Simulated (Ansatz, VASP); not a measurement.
Sn2Ge3 in VASP and in Ansatz

INCAR

```
SYSTEM = Sn2Ge3
ALGO = Fast ; EDIFF = 1E-7
EDIFFG = -0.01 ; ENCUT = 600
GGA = PE ; IBRION = 2
ISIF = 3 ; ISMEAR = 0
LASPH = .True. ; LCHARG = .False.
LREAL = .False. ; LWAVE = .False.
NELM = 100 ; NSW = 100
PREC = Accurate ; SIGMA = 0.1
```

Contents of KPOINTS:

```
k-points
0
Gamma
  10 10 6
  0 0 0
```

File POSCAR:

```
Sn2Ge3
1.0
    4.3197638231      0.0000000000      0.0000000000
    0.0000000000      4.3197638231      0.0000000000
    0.0000000000      0.0000000000      6.7244053354
Sn Ge
2 3
Direct
    0.0000000000      0.5000000000      0.5000000000
    0.5000000000      0.0000000000      0.5000000000
    0.5000000000      0.5000000000      0.8155678753
    0.5000000000      0.5000000000      0.1844321247
    0.0000000000      0.0000000000      0.0000000000
```

Input for Ansatz:

```yaml
crystal:
  lattice:
    - [4.3197638231, 0.0, 0.0]
    - [0.0, 4.3197638231, 0.0]
    - [0.0, 0.0, 6.7244053354]
  atoms:
    - { symbol: Sn, position: [0.0, 0.5, 0.5] }
    - { symbol: Sn, position: [0.5, 0.0, 0.5] }
    - { symbol: Ge, position: [0.5, 0.5, 0.8155678753] }
    - { symbol: Ge, position: [0.5, 0.5, 0.1844321247] }
    - { symbol: Ge, position: [0.0, 0.0, 0.0] }
basis:
  ecutwfc: 420
kpoints:
  mp_grid: { grid: [10, 10, 6] }
hamiltonian:
  xc: pbe
scf:
  occupations: { method: gaussian, width: 0.1 }
output:
  forces: true
  stress: true
  eigenvalues: true
relax:
  adjacent_minimum: "off"
  f_tol: 0.01
  max_steps: 80
  cell: { stress_tol: 0.05 }
```

Alike in both runs: task relaxation of cell and atoms; functional PBE; k mesh 10 × 10 × 6; occupations gaussian, width 0.1 eV; no spin polarisation.

|  | VASP | Ansatz |
| --- | --- | --- |
| version | VASP 6.6.1 | Ansatz 0.2.0 |
| potentials or method | VASP PAW PBE potentials, release 64 (Sn_d, Ge_d), cutoff 600 eV | scalar-relativistic, plane waves, PAW |
| valence electrons in the cell | 70 | 70 |

|  | VASP | Ansatz | Ansatz less VASP |
| --- | --- | --- | --- |
| gap on the k mesh at the Fermi level, each at its own relaxed structure (eV) | none | none | - |
| relaxed volume (Å³/atom) | 25.06 | 25.04 | -0.016 |
| relaxed length of the cell vector where the two differ most in proportion (Å) | 4.208 | 4.206 | -0.0015 |

A gap of «none» marks a metal or a gap that the smearing closes.
